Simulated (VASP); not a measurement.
# Zr3S2 (R32) in VASP: relaxation of cell and atoms with PBEsol+U

Aim: the relaxation of cell and atoms of Zr3S2 with PBEsol+U.

Program: VASP 6.6.1. These are calculated values, not measurements. Logs are shortened: lines on timing, memory, paths and dates and some standing lists are left out, and cuts for length are marked.

**1. The cell of the first run**

It takes space group R32 (No. 155, trigonal). Conventional cell: a = 5.805 Å, b = 5.805 Å, c = 10.463 Å, α = 90.00°, β = 90.00°, γ = 120.00°. Zr (site symmetry 2) has 4 S at 2.61 to 2.62 Å and 8 Zr at 3.32 to 3.49 Å within 3.5 Å. S (site symmetry 3) has 6 Zr at 2.61 to 2.62 Å and 4 S at 3.35 to 3.45 Å within 3.5 Å.

**2. Relaxation of cell and atoms, PBEsol+U**

File INCAR:

```
SYSTEM = Zr3S2
PREC = Accurate ; ENCUT = 600
EDIFF = 1E-6 ; ISMEAR = -1
SIGMA = 0.05 ; LREAL = .FALSE.
LASPH = .TRUE. ; NELM = 150
ALGO = Normal ; ISIF = 3
LWAVE = .FALSE. ; LCHARG = .FALSE.
LMAXMIX = 4 ; LDAU = .TRUE.
LDAUTYPE = 2 ; LDAUL = 2 -1
LDAUU = 2 0 ; LDAUJ = 0 0
LDAUPRINT = 1 ; GGA = PS
IBRION = 2 ; NSW = 60
EDIFFG = -0.01
```

File KPOINTS:

```
regular mesh
0
G
  6 6 6
  0 0 0
```

File POSCAR:

```
Zr3S2
1.0
    2.9025379727      1.6757810799      3.4877732718
   -2.9025379727      1.6757810799      3.4877732718
    0.0000000000     -3.3515621597      3.4877732718
Zr S
3 2
Direct
    0.8387270000      0.5000000000      0.1612730000
    0.5000000000      0.1612730000      0.8387270000
    0.1612730000      0.8387270000      0.5000000000
    0.6650230000      0.6650230000      0.6650230000
    0.3349770000      0.3349770000      0.3349770000
```

Potentials or basis: VASP PAW PBE potentials, release 64 (Zr_sv, S).

Launch:

```console
$ cat potpaw_PBE.64/Zr_sv/POTCAR potpaw_PBE.64/S/POTCAR > POTCAR
$ mpirun -np 1 vasp_std > vasp.out
```

OUTCAR:

```text
SYSTEM = Zr3S2
   PREC = Accurate
   ENCUT = 600
   EDIFF = 1E-6
   ISMEAR = -1
   LREAL = .FALSE.
   LASPH = .TRUE.
   NELM = 150
   ISIF = 3
   GGA = PS
   IBRION = 2
   NSW = 60
   EDIFFG = -0.01

 ion  position               nearest neighbor table
   1  0.839  0.500  0.161-   4 2.61   5 2.61   4 2.62   5 2.62   3 3.32   3 3.32   2 3.32   2 3.32
                             2 3.41   3 3.41   3 3.49   2 3.49
   2  0.500  0.161  0.839-   5 2.61   4 2.61   5 2.62   4 2.62   3 3.32   3 3.32   1 3.32   1 3.32
                             1 3.41   3 3.41   3 3.49   1 3.49
   3  0.161  0.839  0.500-   4 2.61   5 2.61   4 2.62   5 2.62   2 3.32   1 3.32   1 3.32   2 3.32
                             1 3.41   2 3.41   1 3.49   2 3.49
   4  0.665  0.665  0.665-   1 2.61   2 2.61   3 2.61   1 2.62   3 2.62   2 2.62
   5  0.335  0.335  0.335-   2 2.61   1 2.61   3 2.61   2 2.62   3 2.62   1 2.62

  LATTYP: Found a trigonal (rhomboedric) cell.
 ALAT       =     4.8370994724
 COS(alpha) =     0.2798619160

  Lattice vectors:

 A1 = (   2.9025379727,   1.6757810799,   3.4877732718)
 A2 = (  -2.9025379727,   1.6757810799,   3.4877732718)
 A3 = (   0.0000000000,  -3.3515621597,   3.4877732718)

Analysis of symmetry for initial positions (statically):
=====================================================================
 Subroutine PRICEL returns:
 Original cell was already a primitive cell.

 Routine SETGRP: Setting up the symmetry group for a
 trigonal (rhombohedral) supercell.

 Subroutine GETGRP returns: Found  6 space group operations
 (whereof  6 operations were pure point group operations)
 out of a pool of 12 trial point group operations.

The static configuration has the point symmetry D_3 .

Analysis of symmetry for dynamics (positions and initial velocities):
=====================================================================
 Subroutine PRICEL returns:
 Original cell was already a primitive cell.

 Routine SETGRP: Setting up the symmetry group for a
 trigonal (rhombohedral) supercell.

 Subroutine GETGRP returns: Found  6 space group operations
 (whereof  6 operations were pure point group operations)
 out of a pool of 12 trial point group operations.

The dynamic configuration has the point symmetry D_3 .

 Subroutine INISYM returns: Found  6 space group operations
[... 112 lines left out ...]
   TEBEG  =    0.0;   TEEND  =   0.0 temperature during run
   PSTRESS=    0.0 pullay stress
   NELECT =      48.0000    total number of electrons
   NUPDOWN=      -1.0000    fix difference up-down
   EMIN   =  10.00;   EMAX   =-10.00  energy-range for DOS
   EFERMI =   0.00;   METHOD = LEGACY
   ISMEAR =    -1;   SIGMA  =   0.05  broadening in eV -4-tet -1-fermi 0-gaus
   EFERMI_NEDOS =   21; number of points for ismear=-14 and -15
   IALGO  =     38    algorithm
   IMIX   =      4    mixing-type and parameters
     AMIX     =   0.40;   BMIX     =  1.00
     AMIX_MAG =   1.60;   BMIX_MAG =  1.00
  volume/ion in A,a.u.               =      20.36       137.38
  Fermi-wavevector in a.u.,A,eV,Ry     =   1.274257  2.407996 22.092199  1.623731
  Thomas-Fermi vector in A             =   2.407035
   LORBIT       =      0    0 simple, 1 ext, 2 COOP (PROOUT), +10 PAW based schemes
 LDA+U is selected, type is set to LDAUTYPE =  2
   angular momentum for each species LDAUL =     2   -1
   U (eV)           for each species LDAUU =   2.0  0.0
   J (eV)           for each species LDAUJ =   0.0  0.0
   GGA     = PS    functional components
   LHFCALC =     F    Hartree Fock is set to
   AEXX    =    0.0000 exact exchange contribution
   IVDW    =     0    specifies the selected vdW correction
   LEPSILON=     F    determine dielectric tensor
   LRPA    =     F    only Hartree local field effects (RPA)
 conjugate gradient relaxation of ions
 non-spin polarized calculation
  energy-cutoff  :      600.00
  volume of cell :      101.79
 maximum number of plane-waves:      3446
 NGX is ok and might be reduce to    40
   NGX = 19   NGY = 19   NGZ = 19

--------------------------------------- Ionic step        1  -------------------------------------------

 number of electron      48.0000000 magnetization

 Free energy of the ion-electron system (eV)
  ---------------------------------------------------
  ext. energy  EPLUGINS =         0.00000000
  ---------------------------------------------------
  free energy    TOTEN  =       -37.80218075 eV

  energy without entropy =      -37.78411023  energy(sigma->0) =      -37.79314549

------------------------ aborting loop because EDIFF is reached ----------------------------------------

  FORCE on cell =-STRESS in cart. coord.  units (eV):
  Direction    XX          YY          ZZ          XY          YZ          ZX
  --------------------------------------------------------------------------------------
  -------------------------------------------------------------------------------------
  Total       -1.0110186     -1.0110186     -0.8756941      0.0000000     -0.0000000      0.0000000
  in kB      -15.9138427    -15.9138427    -13.7837802      0.0000000     -0.0000000      0.0000000
  external PRESSURE =     -15.2038219 kB  Pullay stress =       0.0000000 kB
[... 281 lines left out ...]
--------------------------------------- Ionic step        6  -------------------------------------------

 number of electron      47.9999999 magnetization

 Free energy of the ion-electron system (eV)
  ---------------------------------------------------
  ext. energy  EPLUGINS =         0.00000000
  ---------------------------------------------------
  free energy    TOTEN  =       -37.80876813 eV

  energy without entropy =      -37.79096037  energy(sigma->0) =      -37.79986425

 E-fermi :   9.1138     XC(G=0): -11.1137

 val. band max:        9.0876165484   @ k =   0.1667   0.1667   0.1667
 cond. band min:       9.1244564349   @ k =   0.5000   0.5000  -0.0000
 fundamental gap:      0.0368398864
 Fermi energy:         9.1137710467

 k-point     1 :       0.0000    0.0000    0.0000
  band No.  band energies     occupation
      1     -40.3382      2.00000
      2     -40.2556      2.00000
      3     -40.2556      2.00000
      4     -18.5131      2.00000
      5     -18.5131      2.00000
      6     -18.5044      2.00000
[... 733 lines left out ...]
     27      10.7851      0.00000
     28      11.1672      0.00000

 [... further k-points ...]

------------------------ aborting loop because EDIFF is reached ----------------------------------------

  FORCE on cell =-STRESS in cart. coord.  units (eV):
  Direction    XX          YY          ZZ          XY          YZ          ZX
  --------------------------------------------------------------------------------------
  -------------------------------------------------------------------------------------
  Total        0.0088287      0.0088287      0.0338050      0.0000000      0.0000000      0.0000000
  in kB        0.1406782      0.1406782      0.5386564      0.0000000      0.0000000      0.0000000
  external PRESSURE =       0.2733376 kB  Pullay stress =       0.0000000 kB
[... 20 lines left out ...]
  FREE ENERGIE OF THE ION-ELECTRON SYSTEM (eV)
  ---------------------------------------------------
  free  energy   TOTEN  =       -37.8087681253 eV

  energy  without entropy=      -37.7909603656  energy(sigma->0) =      -37.79986425

 reached required accuracy - stopping structural energy minimisation
```

OSZICAR:

```text
N       E                     dE             d eps       ncg     rms          rms(c)
DAV:   1     0.504434178327E+03    0.50443E+03   -0.27065E+04  1792   0.186E+03
DAV:   2     0.272880628026E+01   -0.50171E+03   -0.49152E+03  2120   0.484E+02
DAV:   3    -0.370142722160E+02   -0.39743E+02   -0.38606E+02  2816   0.109E+02
DAV:   4    -0.401029358156E+02   -0.30887E+01   -0.30640E+01  2632   0.271E+01
[... 44 lines left out ...]
       N       E                     dE             d eps       ncg     rms          rms(c)
DAV:   1    -0.378087878790E+02   -0.29917E-04   -0.40808E-03  1800   0.482E-01    0.379E-02
DAV:   2    -0.378087757323E+02    0.12147E-04   -0.14722E-04  2132   0.809E-02    0.171E-02
DAV:   3    -0.378087684878E+02    0.72446E-05   -0.20117E-05  2460   0.281E-02    0.555E-03
DAV:   4    -0.378087681253E+02    0.36246E-06   -0.15460E-06  1328   0.771E-03
   6 F= -.37808768E+02 E0= -.37799864E+02  d E =-.203252E-03
```

CONTCAR:

```text
Zr3S2
   1.00000000000000
     2.8885277779241076    1.6676922901745626    3.4788499830592094
    -2.8885277779241076    1.6676922901745626    3.4788499830592094
     0.0000000000000000   -3.3353845802498641    3.4788499830593329
  Zr              S
     3     2
Direct
     0.8381160062091382    0.5000000000000000    0.1618839937908619
     0.5000000000000000    0.1618839937908618    0.8381160062091382
     0.1618839937908618    0.8381160062091382    0.5000000000000000
     0.6647555533042985    0.6647555533042985    0.6647555533042985
     0.3352444466957014    0.3352444466957014    0.3352444466957015

  0.00000000E+00  0.00000000E+00  0.00000000E+00
  0.00000000E+00  0.00000000E+00  0.00000000E+00
  0.00000000E+00  0.00000000E+00  0.00000000E+00
  0.00000000E+00  0.00000000E+00  0.00000000E+00
  0.00000000E+00  0.00000000E+00  0.00000000E+00
```

Wall time 2.5 min (1 thread of AMD EPYC 9R45 (Zen 5), shared host); peak memory 0.27 GiB.

Results:

- Free energy: -37.8088 eV
- Relaxed volume: 20.11 Å³/atom
- Relaxed cell: a = 4.819 Å, b = 4.819 Å, c = 4.819 Å, α = 73.65°, β = 73.65°, γ = 73.65°
- Space group after relaxing (to 0.1 Å): R32 (No. 155)
- Energy gained by relaxing: 1.3 meV/atom
- Ionic steps: 6
- Pressure after relaxing: 0.0 GPa
- Largest force after relaxing: 0.005 eV/Å
- Band gap on the k mesh: zero (bands 24 and 25 overlap by 0.27 eV)

Forces in eV/Å, atoms in the order of the input:
```
Zr   0.002  0.004  0.000
Zr   0.002 -0.004  0.000
Zr  -0.005  0.000  0.000
S    0.000  0.000  0.003
S    0.000  0.000 -0.003
```

Step by step:
```
step  energy change (eV)  largest force (eV/Å)  pressure (GPa)  volume (Å³)
   1              0.0000                0.0922           -1.52       101.79
   2              0.0040                0.0614            2.12        98.97
   3             -0.0064                0.0294            0.03       100.54
   4             -0.0064                0.0289            0.04       100.51
   5             -0.0066                0.0046            0.04       100.54
   6             -0.0066                0.0047            0.03       100.55
```

Final structure:
```cif
data_structure
_symmetry_space_group_name_H-M 'P 1'
_symmetry_Int_Tables_number 1
_cell_length_a 4.8195
_cell_length_b 4.8195
_cell_length_c 4.8195
_cell_angle_alpha 73.646
_cell_angle_beta 73.646
_cell_angle_gamma 73.646
_cell_volume 100.55
loop_
_atom_site_label
_atom_site_type_symbol
_atom_site_fract_x
_atom_site_fract_y
_atom_site_fract_z
_atom_site_occupancy
Zr1 Zr 0.83812 0.50000 0.16188 1
Zr2 Zr 0.50000 0.16188 0.83812 1
Zr3 Zr 0.16188 0.83812 0.50000 1
S1 S 0.66476 0.66476 0.66476 1
S2 S 0.33524 0.33524 0.33524 1
```

Levels at points of the mesh, in eV from the Fermi level:
```
           k point  band 20  band 21  band 22  band 23  band 24  band 25  band 26  band 27  band 28
(0.00, 0.00, 0.00)    -4.18    -2.73    -1.85     0.09     0.09     0.76     0.76     2.02     3.03
(0.50, 0.00, 0.00)    -3.75    -1.26    -1.17    -0.85    -0.65    -0.14     1.15     1.85     1.92
(0.50, 0.50, 0.00)    -3.81    -1.88    -1.26    -0.88    -0.27     0.01     0.96     2.04     2.12
(0.50, 0.50, 0.50)    -4.42    -0.88    -0.40    -0.17    -0.17     0.43     0.43     1.24     1.24
```

Eigenvalues of the final occupation matrices:
```csv
site,spin,trace,eigenvalues
site 1 d,1,0.80,0.11 0.12 0.18 0.18 0.21
site 1 d,2,0.80,0.11 0.12 0.18 0.18 0.21
site 2 d,1,0.80,0.11 0.12 0.18 0.18 0.21
site 2 d,2,0.80,0.11 0.12 0.18 0.18 0.21
site 3 d,1,0.80,0.11 0.12 0.18 0.18 0.21
site 3 d,2,0.80,0.11 0.12 0.18 0.18 0.21
```

Caveat: the PAW data sets were made with another functional, which shifts forces and pressure a little; U without spin polarisation on a metal has little footing.

The gap in the log of VASP goes by the Fermi energy; the results here count the filled bands.